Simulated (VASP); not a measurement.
Write the native input for VASP 6.6.1 that does the following.

```
Task                   : electric field gradients
Functional             : PBEsol
Potentials or basis    : VASP PAW PBE potentials, release 64 (Ba_sv, Te)
Cutoff                 : 520 eV
k mesh                 : 10 × 10 × 10
Occupations            : fermi-dirac, width 0.05 eV
Spin                   : no spin polarisation
Dipole correction      : no
Further INCAR settings : ALGO = Normal; EDIFF = 1e-08; NBANDS = 15
```

The structure of BaTe lies in POSCAR:

```
BaTe
1.0
    0.0000000000      3.4768797245      3.4768797245
    3.4768797245      0.0000000000      3.4768797245
    3.4768797245      3.4768797245      0.0000000000
Ba Te
1 1
Direct
    0.0000000000      0.0000000000      0.0000000000
    0.5000000000      0.5000000000      0.5000000000
```

One way to write it, as run:

INCAR

```
SYSTEM = BaTe
ALGO     = Normal         ! electronic algorithm
EDIFF    = 1E-8           ! SCF threshold, eV
ENCUT    = 520            ! plane-wave cutoff, eV
GGA      = PS             ! functional
ISIF     = 2              ! what is computed and relaxed
ISMEAR   = -1             ! smearing method
LASPH    = .True.         ! aspherical terms in the spheres
LCHARG   = .False.        ! write CHGCAR
LEFG     = .True.       
LREAL    = .False.        ! projectors in reciprocal space
LWAVE    = .False.        ! write WAVECAR
NBANDS   = 15             ! bands
NELM     = 80             ! most SCF steps
PREC     = Accurate       ! precision mode
SIGMA    = 0.05           ! smearing width, eV
```

KPOINTS

```
k-points
0
Gamma
  10 10 10
  0 0 0
```

Potentials or basis: VASP PAW PBE potentials, release 64 (Ba_sv, Te).

The run is started by

```bash
$ cat potpaw_PBE.64/Ba_sv/POTCAR potpaw_PBE.64/Te/POTCAR > POTCAR
$ mpirun -np 1 vasp_std > vasp.out
```

Results of the run:

```
Pressure                                : 0.2 GPa
Band gap on the k mesh                  : 1.39 eV (least direct gap 1.77 eV)
Largest electric field gradient by atom : under 0.05 V/Å² on every atom
```

Caveat: the PAW data sets were made with another functional, which shifts forces and pressure a little; spin-orbit coupling is left out, which moves the levels of the heavy elements.

Run time: 38 s on 1 thread of Intel(R) Xeon(R) Platinum 8559C (Emerald Rapids), with other jobs on the host, peak memory 0.26 GiB.
